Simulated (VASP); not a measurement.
Runs of VASP 6.6.1 on Ge2P. The structure is that of space group P4/mmm (No. 123), or close to it. The cells are those of the table. The cell was built from a structure type or drawn by symmetry, and may not be a known phase.

```tsv
task	cell	k mesh	cutoff (eV)	gap on the mesh (eV)	pressure (GPa)	relaxed volume (Å³/atom)
single point	a = 4.299, b = 4.299, c = 3.756 Å, 3 atoms	4 × 4 × 4	520	none	19.5	-
single point	a = 4.957, b = 4.957, c = 2.671 Å, 3 atoms	4 × 4 × 4	520	none	-0.1	-
single point	a = 5.069, b = 5.069, c = 2.554 Å, 3 atoms	10 × 10 × 18	520	none	-0.1	-
relaxation of cell and atoms	relaxed from a = 4.957, b = 4.957, c = 2.671 Å, 3 atoms	4 × 4 × 6	600	none	0.0	(a)
single point	a = 5.142, b = 5.142, c = 2.459 Å, 3 atoms	4 × 4 × 6	520	none	0.0	-
relaxation of cell and atoms	relaxed from a = 5.142, b = 5.142, c = 2.459 Å, 3 atoms	10 × 10 × 18	600	none	0.0	21.86
relaxation of cell and atoms	relaxed from a = 4.299, b = 4.299, c = 3.756 Å, 3 atoms	4 × 4 × 4	600	none	-0.2	21.90
```

Alike in all rows: level PBE; potentials or basis VASP PAW PBE potentials, release 64 (Ge_d, P); no spin polarisation; smearing gaussian 0.1 eV.

Problem. Estimate the missing entries.

Solution. (a) 21.68.

Caveats: some runs use coarse meshes; a cell axis changed by over 15 % at a fixed basis, so the end point is rough (at least some runs).

A k mesh can miss the band edges, and the runs leave out spin-orbit coupling on Ge.

A gap of «none» marks levels without a gap at the run's occupations.
